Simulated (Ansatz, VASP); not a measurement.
ZnS in VASP and in Ansatz

Contents of INCAR:

```
SYSTEM = ZnS
ALGO = Normal ; EDIFF = 1E-6
ENCUT = 520 ; GGA = PS
ISIF = 2 ; ISMEAR = -1
LASPH = .True. ; LCHARG = .True.
LELF = .True. ; LREAL = .False.
LVHAR = .True. ; LWAVE = .False.
NBANDS = 16 ; NELM = 80
PREC = Accurate ; SIGMA = 0.05
```

KPOINTS

```
k-points
0
Gamma
  7 7 7
  0 0 0
```

Contents of POSCAR:

```
ZnS
1.0
    0.0000000000      2.7290200000      2.7020000000
    2.7290200000      0.0000000000      2.7020000000
    2.7290200000      2.7290200000      0.0000000000
Zn S
1 1
Direct
    0.7500000000      0.7500000000      0.7500000000
    0.0000000000      0.0000000000      0.0000000000
```

The input input.yaml:

```yaml
crystal:
  lattice:
    - [0.0, 2.72902, 2.702]
    - [2.72902, 0.0, 2.702]
    - [2.72902, 2.72902, 0.0]
  atoms:
    - { symbol: Zn, position: [0.75, 0.75, 0.75] }
    - { symbol: S, position: [0.0, 0.0, 0.0] }
hamiltonian:
  xc: pbesol
  pseudopotentials: { kind: paw }
kpoints:
  mp_grid: { grid: [7, 7, 7] }
  band_path:
    path:
      - [[0.0, 0.0, 0.0], [0.0, 0.5, 0.5], [0.255025, 0.5, 0.755025], [0.3775125, 0.3775125, 0.755025], [0.0, 0.0, 0.0], [-0.5, -0.5, 0.0], [-0.3775125, -0.3775125, 0.244975], [0.0, 0.0, 0.5], [-0.25, 0.25, 0.5], [-0.5, -0.255025, 0.244975], [-0.5, -0.5, 0.0]]
      - [[0.0, 0.5, 0.5], [-0.25, 0.25, 0.5]]
    npoints: 14
scf:
  occupations: { method: fermi_dirac, width: 0.05 }
  n_extra_bands: 6
output:
  forces: true
  stress: true
  eigenvalues: true
  fatbands: true
```

Alike in both runs: functional PBEsol; k mesh 7 × 7 × 7; occupations fermi-dirac, width 0.05 eV; no spin polarisation.

|  | VASP | Ansatz |
| --- | --- | --- |
| version | VASP 6.6.1 | Ansatz 0.2.0 |
| potentials or method | VASP PAW PBE potentials, release 64 (Zn, S) | Ansatz PAW |
| plane-wave cutoff (eV) | 520 | 420 |
| valence electrons in the cell | 18 | 18 |
| task | single point | band structure |

VASP gave:

- gap on the k mesh at the Fermi level (eV): 1.87
- least direct gap on the mesh (eV): 1.87
- pressure (GPa): -3.1
- traceless stress, the component that is largest in VASP (GPa): 0.28

Task: Which values does Ansatz return?

Result: gap on the k mesh at the Fermi level (eV): 1.86; least direct gap on the mesh (eV): 1.86; pressure (GPa): -3.3; traceless stress, the component that is largest in VASP (GPa): 0.29.

VASP's potentials were made for PBE, not for PBEsol.
